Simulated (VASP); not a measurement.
# InSe in VASP: further runs

InSe is run at these levels: PBE+D3(BJ); tasks: single point.

Program: VASP 6.6.1. These are calculated values, not measurements. Logs are shortened: lines on timing, memory, paths and dates and some standing lists are left out, and cuts for length are marked.

## (1) The cell of the first run

The cell holds a slab with vacuum, 8 atoms: a = 4.027 Å, b = 4.027 Å, c = 28.271 Å, α = 90.00°, β = 90.00°, γ = 120.00°.

## (2) Single point, PBE+D3(BJ) (layers slid over each other, then relaxed in part)

INCAR

```
SYSTEM = InSe
  PREC = Accurate
  ENCUT = 400
  EDIFF = 1E-6
  ISMEAR = 0
  SIGMA = 0.05
  LREAL = .False.
  LASPH = .True.
  NELM = 120
  ALGO = Normal
  ISIF = 2
  LWAVE = .False.
  LCHARG = .False.
  LDIPOL = .True.
  IDIPOL = 3
  DIPOL = 0.5 0.5 0.406
  GGA = PE
  IVDW = 12
  NBANDS = 48
  GGA_COMPAT = .False.
  NELMDL = -8
```

KPOINTS

```
regular mesh
0
Gamma
  9 9 1
  0 0 0
```

POSCAR

```
InSe
1.0
    4.0266104108      0.0000000000      0.0000000000
   -2.0133052054      3.4871469069      0.0000000000
    0.0000000000      0.0000000000     28.2707105452
Se In
4 4
Direct
    0.0000000000      0.0000000000      0.1591753413
    0.0000000000      0.0000000000      0.3494864046
    0.1111111111      0.4444444444      0.4623406544
    0.1111111111      0.4444444444      0.6526829338
    0.6666666667      0.3333333333      0.2049602545
    0.6666666667      0.3333333333      0.3037932478
    0.7777777778      0.7777777778      0.5080515712
    0.7777777778      0.7777777778      0.6068880148
```

Potentials or basis: VASP PAW PBE potentials, release 64 (Se, In_d).

The run is started by

```bash
$ cat potpaw_PBE.64/Se/POTCAR potpaw_PBE.64/In_d/POTCAR > POTCAR
$ mpirun -np 1 vasp_std > vasp.out
```

OUTCAR:

```text
SYSTEM = InSe
   PREC = Accurate
   ENCUT = 400
   EDIFF = 1E-6
   ISMEAR = 0
   LREAL = .False.
   LASPH = .True.
   NELM = 120
   ISIF = 2
   GGA = PE
   IVDW = 12
   NELMDL = -8
 IVDW          = 12

 ion  position               nearest neighbor table
   1  0.000  0.000  0.159-   5 2.66   5 2.66   5 2.66
   2  0.000  0.000  0.349-   6 2.66   6 2.66   6 2.66
   3  0.111  0.444  0.462-   7 2.66   7 2.66   7 2.66
   4  0.111  0.444  0.653-   8 2.66   8 2.66   8 2.66
   5  0.667  0.333  0.205-   1 2.66   1 2.66   1 2.66   6 2.79
   6  0.667  0.333  0.304-   2 2.66   2 2.66   2 2.66   5 2.79
   7  0.778  0.778  0.508-   3 2.66   3 2.66   3 2.66   8 2.79
   8  0.778  0.778  0.607-   4 2.66   4 2.66   4 2.66   7 2.79

  LATTYP: Found a hexagonal cell.
 ALAT       =     4.0266104108
 C/A-ratio  =     7.0209699129

  Lattice vectors:

 A1 = (   4.0266104108,   0.0000000000,   0.0000000000)
 A2 = (  -2.0133052054,   3.4871469069,   0.0000000000)
 A3 = (   0.0000000000,   0.0000000000,  28.2707105452)

Analysis of symmetry for initial positions (statically):
=====================================================================
 Subroutine PRICEL returns:
 Original cell was already a primitive cell.

 Routine SETGRP: Setting up the symmetry group for a
 hexagonal supercell.

 Subroutine GETGRP returns: Found  1 space group operations
 (whereof  1 operations were pure point group operations)
 out of a pool of 24 trial point group operations.

The static configuration has the point symmetry C_1 .

Analysis of symmetry for dynamics (positions and initial velocities):
=====================================================================
 Subroutine PRICEL returns:
 Original cell was already a primitive cell.

 Routine SETGRP: Setting up the symmetry group for a
 hexagonal supercell.

 Subroutine GETGRP returns: Found  1 space group operations
 (whereof  1 operations were pure point group operations)
 out of a pool of 24 trial point group operations.

The dynamic configuration has the point symmetry C_1 .

 Subroutine INISYM returns: Found  1 space group operations
[... 113 lines left out ...]
   IBRION =     -1    ionic relax: 0-MD 1-quasi-New 2-CG
   NFREE  =      0    steps in history (QN), initial steepest desc. (CG)
   ISIF   =      2    stress and relaxation
   ISYM   =      2    0-nonsym 1-usesym 2-fastsym
   POTIM  = 0.5000    time-step for ionic-motion
   TEBEG  =    0.0;   TEEND  =   0.0 temperature during run
   PSTRESS=    0.0 pullay stress
   NELECT =      76.0000    total number of electrons
   NUPDOWN=      -1.0000    fix difference up-down
   EMIN   =  10.00;   EMAX   =-10.00  energy-range for DOS
   EFERMI =   0.00;   METHOD = LEGACY
   ISMEAR =     0;   SIGMA  =   0.05  broadening in eV -4-tet -1-fermi 0-gaus
   EFERMI_NEDOS =   21; number of points for ismear=-14 and -15
   IALGO  =     38    algorithm
   IMIX   =      4    mixing-type and parameters
     AMIX     =   0.40;   BMIX     =  1.00
     AMIX_MAG =   1.60;   BMIX_MAG =  1.00
  volume/ion in A,a.u.               =      49.62       334.85
  Fermi-wavevector in a.u.,A,eV,Ry     =   0.943548  1.783047 12.113024  0.890282
  Thomas-Fermi vector in A             =   2.071266
   LORBIT       =      0    0 simple, 1 ext, 2 COOP (PROOUT), +10 PAW based schemes
   GGA     = PE    functional components
   LHFCALC =     F    Hartree Fock is set to
   AEXX    =    0.0000 exact exchange contribution
   IVDW    =    12    specifies the selected vdW correction
   LEPSILON=     F    determine dielectric tensor
   LRPA    =     F    only Hartree local field effects (RPA)
 non-spin polarized calculation
 Gauss-broadening in eV      SIGMA  =   0.05
  energy-cutoff  :      400.00
  volume of cell :      396.96
 maximum number of plane-waves:      7281
   NGX = 13   NGY = 13   NGZ = 93

 dipolmoment           0.000000      0.000000      0.000553 electrons x Angstroem

 number of electron      75.9999975 magnetization

 dipolmoment           0.000000      0.000000     -0.000100 electrons x Angstroem

 Free energy of the ion-electron system (eV)
  ---------------------------------------------------
  ext. energy  EPLUGINS =         0.00000000
  ---------------------------------------------------
  free energy    TOTEN  =       -28.36173849 eV

  energy without entropy =      -28.36173849  energy(sigma->0) =      -28.36173849

 E-fermi :   0.1015     XC(G=0):  -5.6495

 val. band max:       -0.1551562151   @ k =   0.1111   0.0000   0.0000
 cond. band min:       0.9220635109   @ k =   0.0000   0.0000   0.0000
 fundamental gap:      1.0772197260
 Fermi energy:         0.1014680932

 k-point     1 :       0.0000    0.0000    0.0000
  band No.  band energies     occupation
      1     -14.5199      2.00000
      2     -14.5182      2.00000
      3     -14.3369      2.00000
      4     -14.3360      2.00000
      5     -14.3354      2.00000
      6     -14.3340      2.00000
[... 1213 lines left out ...]
     47       4.4950      0.00000
     48       4.5807      0.00000

 [... further k-points ...]

------------------------ aborting loop because EDIFF is reached ----------------------------------------

 vacuum level on the upper side and lower side of the slab       (xc-potential included)        -0.156        -0.155

 Edisp (eV)   -2.04327

 E8    (eV) :    -0.9582

  FORCE on cell =-STRESS in cart. coord.  units (eV):
  Direction    XX          YY          ZZ          XY          YZ          ZX
  --------------------------------------------------------------------------------------
  -------------------------------------------------------------------------------------
  Total      -0.05632     0.11507    -0.00888    -0.08124     0.25030    -0.05178
  in kB      -0.22732     0.46445    -0.03585    -0.32789     1.01022    -0.20899
  external pressure =        0.07 kB  Pullay stress =        0.00 kB

 VOLUME and BASIS-vectors are now :
 -----------------------------------------------------------------------------
  energy-cutoff  :      400.00
  volume of cell :      396.96
      direct lattice vectors                 reciprocal lattice vectors
     4.026610411  0.000000000  0.000000000     0.248347840  0.143383693  0.000000000
    -2.013305205  3.487146907  0.000000000     0.000000000  0.286767385  0.000000000
     0.000000000  0.000000000 28.270710545     0.000000000  0.000000000  0.035372298

 POSITION                                       TOTAL-FORCE (eV/Angst)
 -----------------------------------------------------------------------------------
      0.00000      0.00000      4.50000        -0.000482     -0.002183     -0.018028
      0.00000      0.00000      9.88023         0.008098     -0.072787      0.017135
     -0.44740      1.54984     13.07070        -0.019083      0.061163     -0.016507
     -0.44740      1.54984     18.45181        -0.000849      0.000592      0.015972
      2.01331      1.16238      5.79437        -0.000465     -0.005601      0.015107
      2.01331      1.16238      8.58845         0.006465      0.013019     -0.015701
      1.56590      2.71223     14.36298         0.008369      0.002909      0.016031
      1.56590      2.71223     17.15716        -0.002053      0.002888     -0.014008
 -----------------------------------------------------------------------------------
    total drift:                                0.000811      0.000546     -0.000191

  FREE ENERGIE OF THE ION-ELECTRON SYSTEM (eV)
  ---------------------------------------------------
  free  energy   TOTEN  =       -30.4050070774 eV

  energy  without entropy=      -30.4050070774  energy(sigma->0) =      -30.40500708

 vacuum level on the upper side and lower side of the slab         5.352         5.353
```

Wall time 15 min (1 thread of Intel Xeon Platinum 8259CL at 2.50GHz (Skylake/Cascade Lake), shared host); peak memory 0.63 GiB.

What came out:

```
Free energy                : -30.4050 eV
Largest force              : 0.075 eV/Å
Band gap on the k mesh     : 1.08 eV (least direct gap 1.13 eV)
Dispersion energy per atom : -0.255 eV
```

Forces on the atoms (eV/Å):
```
Se   0.000 -0.002 -0.018
Se   0.008 -0.073  0.017
Se  -0.019  0.061 -0.017
Se  -0.001  0.001  0.016
In   0.000 -0.006  0.015
In   0.006  0.013 -0.016
In   0.008  0.003  0.016
In  -0.002  0.003 -0.014
```

Caveat: the cell differs from its parent crystal (layers slid over each other, then relaxed in part); spin-orbit coupling is left out, which moves the levels of the heavy elements.

(Continued in part 2 of 2.)
